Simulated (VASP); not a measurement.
# Ir (Fm-3m) in VASP: notebook

Ir is run at these levels: r2SCAN; tasks: single point.

All numbers are computed with VASP 6.6.1; they aren't measurements. Logs are shortened: lines on timing, memory, paths and dates and some standing lists are left out, and cuts for length are marked.

### Step 1. The cell of the first run

It takes space group Fm-3m (No. 225, cubic). The conventional cell has a = 3.846 Å, b = 3.846 Å, c = 3.846 Å, α = 90.00°, β = 90.00°, γ = 90.00°. Within 3.6 Å of Ir (site symmetry m-3m) lie 12 Ir at 2.72 Å.

### Step 2. Single point, r2SCAN

File POSCAR:

```
Ir
1.0
    0.0000000000      1.9228496764      1.9228496764
    1.9228496764      0.0000000000      1.9228496764
    1.9228496764      1.9228496764      0.0000000000
Ir
1
Direct
    0.0000000000      0.0000000000      0.0000000000
```

File INCAR.step1:

```
SYSTEM = Ir
  PREC = Accurate
  ENCUT = 550
  ISMEAR = 0
  SIGMA = 0.01
  LREAL = .FALSE.
  LASPH = .TRUE.
  NELM = 120
  NBANDS = 14
  GGA = PE
  ALGO = Normal
  EDIFF = 1E-5
  LWAVE = .TRUE.
  LCHARG = .FALSE.
  GGA_COMPAT = .FALSE.
```

File INCAR.step2:

```
SYSTEM = Ir
  PREC = Accurate
  ENCUT = 550
  EDIFF = 1E-6
  ISMEAR = 0
  SIGMA = 0.01
  LREAL = .FALSE.
  LASPH = .TRUE.
  NELM = 120
  ALGO = Normal
  ISIF = 2
  LWAVE = .FALSE.
  LCHARG = .FALSE.
  METAGGA = R2SCAN
  LMIXTAU = .TRUE.
  NBANDS = 14
  ISTART = 1
  GGA_COMPAT = .FALSE.
```

File KPOINTS:

```
Automatic mesh
0
G
  14 14 14
  0 0 0
```

Potentials or basis: VASP PAW PBE potentials, release 64 (Ir_sv_GW).

Started as:

```
> cat potpaw_PBE.64/Ir_sv_GW/POTCAR > POTCAR
> cp INCAR.step1 INCAR
> mpirun -np 1 vasp_std > vasp.out
> cp INCAR.step2 INCAR
> mpirun -np 1 vasp_std > vasp.out
```

OUTCAR:

```text
SYSTEM = Ir
   PREC = Accurate
   ENCUT = 550
   EDIFF = 1E-6
   ISMEAR = 0
   LREAL = .FALSE.
   LASPH = .TRUE.
   NELM = 120
   ISIF = 2
   METAGGA = R2SCAN
   ISTART = 1

 ion  position               nearest neighbor table
   1  0.000  0.000  0.000-

  LATTYP: Found a face centered cubic cell.
 ALAT       =     3.8456993528

  Lattice vectors:

 A1 = (   0.0000000000,   1.9228496764,   1.9228496764)
 A2 = (   1.9228496764,   0.0000000000,   1.9228496764)
 A3 = (   1.9228496764,   1.9228496764,   0.0000000000)

Analysis of symmetry for initial positions (statically):
=====================================================================
 Subroutine PRICEL returns:
 Original cell was already a primitive cell.

 Routine SETGRP: Setting up the symmetry group for a
 face centered cubic supercell.

 Subroutine GETGRP returns: Found 48 space group operations
 (whereof 48 operations were pure point group operations)
 out of a pool of 48 trial point group operations.

The static configuration has the point symmetry O_h .

Analysis of symmetry for dynamics (positions and initial velocities):
=====================================================================
 Subroutine PRICEL returns:
 Original cell was already a primitive cell.

 Routine SETGRP: Setting up the symmetry group for a
 face centered cubic supercell.

 Subroutine GETGRP returns: Found 48 space group operations
 (whereof 48 operations were pure point group operations)
 out of a pool of 48 trial point group operations.

The dynamic configuration has the point symmetry O_h .

 Subroutine INISYM returns: Found 48 space group operations
 (whereof 48 operations are pure point group operations),
 and found     1 'primitive' translations

----------------------------------------------------------------------------------------

                                     Primitive cell

  volume of cell :      14.2189

  direct lattice vectors                    reciprocal lattice vectors
     0.000000000  1.922849676  1.922849676    -0.260030727  0.260030727  0.260030727
     1.922849676  0.000000000  1.922849676     0.260030727 -0.260030727  0.260030727
     1.922849676  1.922849676  0.000000000     0.260030727  0.260030727 -0.260030727

  length of vectors
     2.719320091  2.719320091  2.719320091     0.450386431  0.450386431  0.450386431

  position of ions in fractional coordinates (direct lattice)
     0.000000000  0.000000000  0.000000000

  ion indices of the primitive-cell ions
   primitive index   ion index
                 1           1

----------------------------------------------------------------------------------------

 KPOINTS: Automatic mesh

Automatic generation of k-mesh.
 Grid dimensions read from file:
 generate k-points for:   14   14   14

 Generating k-lattice:

  Cartesian coordinates                     Fractional coordinates (reciprocal lattice)
    -0.018573623  0.018573623  0.018573623     0.071428571  0.000000000  0.000000000
     0.018573623 -0.018573623  0.018573623     0.000000000  0.071428571  0.000000000
     0.018573623  0.018573623 -0.018573623     0.000000000  0.000000000  0.071428571

  Length of vectors
     0.032170459  0.032170459  0.032170459

  Shift w.r.t. Gamma in fractional coordinates (k-lattice)
     0.000000000  0.000000000  0.000000000

 Subroutine IBZKPT returns following result:
 ===========================================

 Found    104 irreducible k-points:

 Following reciprocal coordinates:
            Coordinates               Weight
  0.000000  0.000000  0.000000      1.000000
  0.071429  0.000000  0.000000      8.000000
  0.142857  0.000000  0.000000      8.000000
  0.214286  0.000000  0.000000      8.000000
  0.285714  0.000000  0.000000      8.000000
  0.357143  0.000000  0.000000      8.000000
[... 16 lines left out ...]
  0.214286  0.142857  0.000000     24.000000
  0.285714  0.142857  0.000000     24.000000
 [... further k-points ...]
   k-points           NKPTS =    104   k-points in BZ     NKDIM =    104   number of bands    NBANDS=     14
   number of dos      NEDOS =    301   number of ions     NIONS =      1
   total plane-waves  NPLWV =  13824
   dimension x,y,z NGX =    24 NGY =   24 NGZ =   24
   dimension x,y,z NGXF=    48 NGYF=   48 NGZF=   48
   ions per type =               1
   NGX,Y,Z   is equivalent  to a cutoff of  14.67, 14.67, 14.67 a.u.
   NGXF,Y,Z  is equivalent  to a cutoff of  29.34, 29.34, 29.34 a.u.
 SYSTEM =  Ir
   PREC   = accura    normal or accurate (medium, high low for compatibility)
   ISTART =      1    job   : 0-new  1-cont  2-samecut
   ICHARG =      0    charge: 1-file 2-atom 10-const
   ISPIN  =      1    spin polarized calculation?
   LNONCOLLINEAR =      F non collinear calculations
   LSORBIT =      F    spin-orbit coupling
   LASPH  =      T    aspherical Exc in radial PAW
   ENCUT  =  550.0 eV  40.42 Ry    6.36 a.u.   5.20  5.20  5.20*2*pi/ulx,y,z
   NELM   =    120;   NELMIN=  2; NELMDL=  0     # of ELM steps
   EDIFF  = 0.1E-05   stopping-criterion for ELM
   LREAL  =      F    real-space projection
   EDIFFG = 0.1E-04   stopping-criterion for IOM
   NSW    =      0    number of steps for IOM
   IBRION =     -1    ionic relax: 0-MD 1-quasi-New 2-CG
   NFREE  =      0    steps in history (QN), initial steepest desc. (CG)
   ISIF   =      2    stress and relaxation
   ISYM   =      2    0-nonsym 1-usesym 2-fastsym
   POTIM  = 0.5000    time-step for ionic-motion
   TEBEG  =    0.0;   TEEND  =   0.0 temperature during run
   PSTRESS=    0.0 pullay stress
   NELECT =      17.0000    total number of electrons
   NUPDOWN=      -1.0000    fix difference up-down
   EMIN   =  10.00;   EMAX   =-10.00  energy-range for DOS
   EFERMI =   0.00;   METHOD = LEGACY
   ISMEAR =     0;   SIGMA  =   0.01  broadening in eV -4-tet -1-fermi 0-gaus
   EFERMI_NEDOS =   21; number of points for ismear=-14 and -15
   IALGO  =     38    algorithm
   IMIX   =      4    mixing-type and parameters
     AMIX     =   0.40;   BMIX     =  1.00
     AMIX_MAG =   1.60;   BMIX_MAG =  1.00
  volume/ion in A,a.u.               =      14.22        95.95
  Fermi-wavevector in a.u.,A,eV,Ry     =   1.737544  3.283482 41.076793  3.019059
  Thomas-Fermi vector in A             =   2.810747
   LORBIT       =      0    0 simple, 1 ext, 2 COOP (PROOUT), +10 PAW based schemes
   METAGGA = R2SCAN    functional components
   LHFCALC =     F    Hartree Fock is set to
   AEXX    =    0.0000 exact exchange contribution
   IVDW    =     0    specifies the selected vdW correction
   LEPSILON=     F    determine dielectric tensor
   LRPA    =     F    only Hartree local field effects (RPA)
 non-spin polarized calculation
 Gauss-broadening in eV      SIGMA  =   0.01
  energy-cutoff  :      550.00
  volume of cell :       14.22
 maximum number of plane-waves:       444
 NGX is ok and might be reduce to    24
   NGX = 11   NGY = 11   NGZ = 11

 number of electron      17.0000000 magnetization

 Free energy of the ion-electron system (eV)
  ---------------------------------------------------
  ext. energy  EPLUGINS =         0.00000000
  ---------------------------------------------------
  free energy    TOTEN  =       -52.89227789 eV

  energy without entropy =      -52.89217129  energy(sigma->0) =      -52.89222459

 E-fermi :  12.4498     XC(G=0): -15.8615

 val. band max:       12.4383669165   @ k =   0.3571   0.2143   0.0000
 cond. band min:      12.4522978569   @ k =   0.4286   0.2857   0.0714
 fundamental gap:      0.0139309403
 Fermi energy:        12.4497761724

 k-point     1 :       0.0000    0.0000    0.0000
  band No.  band energies     occupation
      1     -82.4621      2.00000
      2     -38.2733      2.00000
      3     -38.2733      2.00000
      4     -38.2733      2.00000
      5       1.1208      2.00000
      6       8.6000      2.00000
      7       8.6000      2.00000
      8       8.6000      2.00000
      9      11.2837      2.00000
     10      11.2837      2.00000
     11      26.8429      0.00000
     12      32.6176      0.00000
     13      32.6176      0.00000
     14      32.6176      0.00000

 k-point     2 :       0.0714    0.0000    0.0000
  band No.  band energies     occupation
      1     -82.4586      2.00000
      2     -38.3160      2.00000
      3     -38.2791      2.00000
      4     -38.2791      2.00000
      5       1.3572      2.00000
      6       8.4741      2.00000
      7       8.6999      2.00000
      8       8.6999      2.00000
      9      11.2199      2.00000
     10      11.2199      2.00000
     11      27.2491      0.00000
     12      31.6336      0.00000
     13      33.0102      0.00000
     14      33.0102      0.00000

 k-point     3 :       0.1429    0.0000    0.0000
  band No.  band energies     occupation
      1     -82.4487      2.00000
      2     -38.4350      2.00000
      3     -38.2955      2.00000
      4     -38.2955      2.00000
      5       2.0225      2.00000
      6       8.1878      2.00000
      7       8.9296      2.00000
      8       8.9296      2.00000
      9      11.1226      2.00000
     10      11.1226      2.00000
     11      28.2800      0.00000
     12      29.8077      0.00000
     13      34.1368      0.00000
     14      34.1368      0.00000

 k-point     4 :       0.2143    0.0000    0.0000
  band No.  band energies     occupation
      1     -82.4337      2.00000
      2     -38.6041      2.00000
      3     -38.3185      2.00000
      4     -38.3185      2.00000
      5       2.9537      2.00000
      6       7.9997      2.00000
      7       9.0644      2.00000
      8       9.0644      2.00000
      9      11.2630      2.00000
     10      11.2630      2.00000
     11      27.7631      0.00000
     12      29.4696      0.00000
     13      35.8471      0.00000
     14      35.8471      0.00000

 k-point     5 :       0.2857    0.0000    0.0000
  band No.  band energies     occupation
      1     -82.4180      2.00000
      2     -38.7894      2.00000
      3     -38.3449      2.00000
      4     -38.3449      2.00000
      5       3.7889      2.00000
      6       8.3292      2.00000
      7       8.9427      2.00000
      8       8.9427      2.00000
      9      11.8177      2.00000
     10      11.8177      2.00000
     11      25.8067      0.00000
[... 276 lines left out ...]
 k-point    22 :       0.1429    0.1429    0.0000
  band No.  band energies     occupation
      1     -82.4442      2.00000
      2     -38.4297      2.00000
      3     -38.3322      2.00000
      4     -38.3322      2.00000
      5       2.3333      2.00000
      6       7.7356      2.00000
      7       9.2959      2.00000
      8       9.2959      2.00000
      9      10.3136      2.00000
     10      11.6367      2.00000
     11      28.9118      0.00000
     12      31.1937      0.00000
     13      32.9742      0.00000
     14      32.9742      0.00000

 k-point    23 :       0.2143    0.1429    0.0000
  band No.  band energies     occupation
      1     -82.4332      2.00000
      2     -38.5402      2.00000
      3     -38.3611      2.00000
      4     -38.3542      2.00000
      5       3.0660      2.00000
      6       7.3784      2.00000
      7       9.3978      2.00000
      8       9.6173      2.00000
      9      10.2645      2.00000
     10      11.8438      2.00000
     11      29.9509      0.00000
     12      30.0618      0.00000
     13      33.1036      0.00000
     14      33.6978      0.00000

 k-point    24 :       0.2857    0.1429    0.0000
  band No.  band energies     occupation
      1     -82.4194      2.00000
      2     -38.6919      2.00000
      3     -38.3905      2.00000
      4     -38.3811      2.00000
      5       3.9784      2.00000
      6       7.1932      2.00000
      7       8.9330      2.00000
      8       9.7290      2.00000
      9      11.1043      2.00000
     10      12.2740      2.00000
     11      28.0179      0.00000
     12      30.6583      0.00000
     13      33.1299      0.00000
     14      34.0026      0.00000

 [... further k-points ...]

------------------------ aborting loop because EDIFF is reached ----------------------------------------

  FORCE on cell =-STRESS in cart. coord.  units (eV):
  Direction    XX          YY          ZZ          XY          YZ          ZX
  --------------------------------------------------------------------------------------
  -------------------------------------------------------------------------------------
  Total       -0.2186694     -0.2186694     -0.2186694      0.0000000      0.0000000      0.0000000
  in kB      -24.6395348    -24.6395348    -24.6395348      0.0000000      0.0000000      0.0000000
  external PRESSURE =     -24.6395348 kB  Pullay stress =       0.0000000 kB

 VOLUME and BASIS-vectors are now :
 -----------------------------------------------------------------------------
  energy-cutoff  :      550.00
  volume of cell :       14.22
      direct lattice vectors                 reciprocal lattice vectors
     0.000000000  1.922849676  1.922849676    -0.260030727  0.260030727  0.260030727
     1.922849676  0.000000000  1.922849676     0.260030727 -0.260030727  0.260030727
     1.922849676  1.922849676  0.000000000     0.260030727  0.260030727 -0.260030727

 POSITION                                       TOTAL-FORCE (eV/Angst)
 -----------------------------------------------------------------------------------
      0.00000      0.00000      0.00000         0.000000      0.000000      0.000000
 -----------------------------------------------------------------------------------
    total drift:                                0.000000      0.000000      0.000000

  FREE ENERGIE OF THE ION-ELECTRON SYSTEM (eV)
  ---------------------------------------------------
  free  energy   TOTEN  =       -52.8922778890 eV

  energy  without entropy=      -52.8921712876  energy(sigma->0) =      -52.89222459
```

It took 40 s on 1 thread of Intel Xeon 6975P-C (Granite Rapids), shared host; peak memory 0.17 GiB.

What came out:

```yaml
Free_energy: -52.8923 eV
Pressure: -2.5 GPa
```

Levels at points of the mesh, in eV from the Fermi level:
| k point | band 4 | band 5 | band 6 | band 7 | band 8 | band 9 | band 10 | band 11 | band 12 | band 13 |
| --- | --- | --- | --- | --- | --- | --- | --- | --- | --- | --- |
| (0.00, 0.00, 0.00) | -50.72 | -11.33 | -3.85 | -3.85 | -3.85 | -1.17 | -1.17 | 14.39 | 20.17 | 20.17 |
| (0.50, 0.00, 0.00) | -50.84 | -8.23 | -4.00 | -4.00 | -0.57 | 1.05 | 1.05 | 7.77 | 14.15 | 20.11 |
| (0.50, 0.50, 0.00) | -51.03 | -8.02 | -7.44 | 0.95 | 1.68 | 1.68 | 1.87 | 11.17 | 12.15 | 12.15 |

Caveat: the PAW data sets were made with another functional, which shifts forces and pressure a little; spin-orbit coupling is left out, which moves the levels of the heavy elements.

### Step 3. Single point, r2SCAN

POSCAR is that of step 2.

File INCAR.step1:

```
ALGO     = Normal         # electronic algorithm
EDIFF    = 1E-5           # SCF threshold, eV
ENCUT    = 550            # plane-wave cutoff, eV
GGA      = PE             # functional
GGA_COMPAT= False        
ISMEAR   = -1             # smearing method
LASPH    = True           # aspherical terms in the spheres
LCHARG   = False          # write CHGCAR
LREAL    = False          # projectors in reciprocal space
LWAVE    = True           # write WAVECAR
NBANDS   = 14             # bands
NELM     = 120            # most SCF steps
PREC     = Accurate       # precision mode
SIGMA    = 0.1            # smearing width, eV
```

File INCAR.step2:

```
ALGO     = Normal         # electronic algorithm
EDIFF    = 1E-6           # SCF threshold, eV
ENCUT    = 550            # plane-wave cutoff, eV
GGA_COMPAT= False        
ISIF     = 2              # what is computed and relaxed
ISMEAR   = -1             # smearing method
ISTART   = 1            
LASPH    = True           # aspherical terms in the spheres
LCHARG   = True           # write CHGCAR
LELF     = True           # ELF
LMIXTAU  = True         
LREAL    = False          # projectors in reciprocal space
LVHAR    = True         
LWAVE    = False          # write WAVECAR
METAGGA  = R2SCAN         # meta-GGA
NBANDS   = 14             # bands
NELM     = 120            # most SCF steps
PREC     = Accurate       # precision mode
SIGMA    = 0.1            # smearing width, eV
```

File KPOINTS:

```
k-points
0
Gamma
  5 5 5
```

Potentials or basis: VASP PAW PBE potentials, release 64 (Ir_sv_GW).

Started as:

```
> cat potpaw_PBE.64/Ir_sv_GW/POTCAR > POTCAR
> cp INCAR.step1 INCAR
> mpirun -np 1 vasp_std > vasp.out
> cp INCAR.step2 INCAR
> mpirun -np 1 vasp_std > vasp.out
```

Run time: 16 s. Hardware: 1 thread of Intel Xeon Platinum 8259CL at 2.50GHz (Skylake/Cascade Lake), shared host; peak memory 0.14 GiB.

Results (log left out):

```yaml
Free_energy: -52.6831 eV
Pressure: 2.4 GPa
```

Levels at points of the mesh, in eV from the Fermi level:
| k point | band 6 | band 7 | band 8 | band 9 | band 10 | band 11 |
| --- | --- | --- | --- | --- | --- | --- |
| (0.00, 0.00, 0.00) | -4.35 | -4.35 | -4.35 | -1.68 | -1.68 | 13.85 |

Caveat: the k points lie up to 0.57 Å⁻¹ apart; the PAW data sets were made with another functional, which shifts forces and pressure a little; spin-orbit coupling is left out, which moves the levels of the heavy elements.

### Step 4. Single point, r2SCAN

POSCAR is that of step 3.

File INCAR.step1:

```
PREC = Accurate
ENCUT = 550
ISMEAR = 0
SIGMA = 0.2
LREAL = False
LASPH = True
NELM = 120
NBANDS = 14
GGA = PE
ALGO = Normal
EDIFF = 1E-5
LWAVE = True
LCHARG = False
GGA_COMPAT = False
```

File INCAR.step2:

```
PREC = Accurate
ENCUT = 550
EDIFF = 1E-6
ISMEAR = 0
SIGMA = 0.2
LREAL = False
LASPH = True
NELM = 120
ALGO = Normal
ISIF = 2
LWAVE = False
LCHARG = False
METAGGA = R2SCAN
LMIXTAU = True
NBANDS = 14
ISTART = 1
GGA_COMPAT = False
```

File KPOINTS:

```
regular mesh
0
Gamma
  14 14 14
```

Started as:

```
> cat potpaw_PBE.64/Ir_sv_GW/POTCAR > POTCAR
> cp INCAR.step1 INCAR
> mpirun -np 1 vasp_std > vasp.out
> cp INCAR.step2 INCAR
> mpirun -np 1 vasp_std > vasp.out
```

Run time: 69 s. Hardware: 1 thread of AMD EPYC 9R45 (Zen 5), shared host; peak memory 0.13 GiB.

The run converged. Its results:

```
Free energy : -52.9053 eV
Pressure    : -2.3 GPa
```

Levels at points of the mesh, in eV from the Fermi level:
```tsv
k point	band 6	band 7	band 8	band 9	band 10	band 11
(0.00, 0.00, 0.00)	-3.88	-3.88	-3.88	-1.19	-1.19	14.37
(0.50, 0.00, 0.00)	-4.03	-4.03	-0.60	1.02	1.02	7.74
(0.50, 0.50, 0.00)	-7.47	0.92	1.65	1.65	1.84	11.14
```

Caveat: the PAW data sets were made with another functional, which shifts forces and pressure a little; spin-orbit coupling is left out, which moves the levels of the heavy elements.

(Part 1 of 2 ends here.)
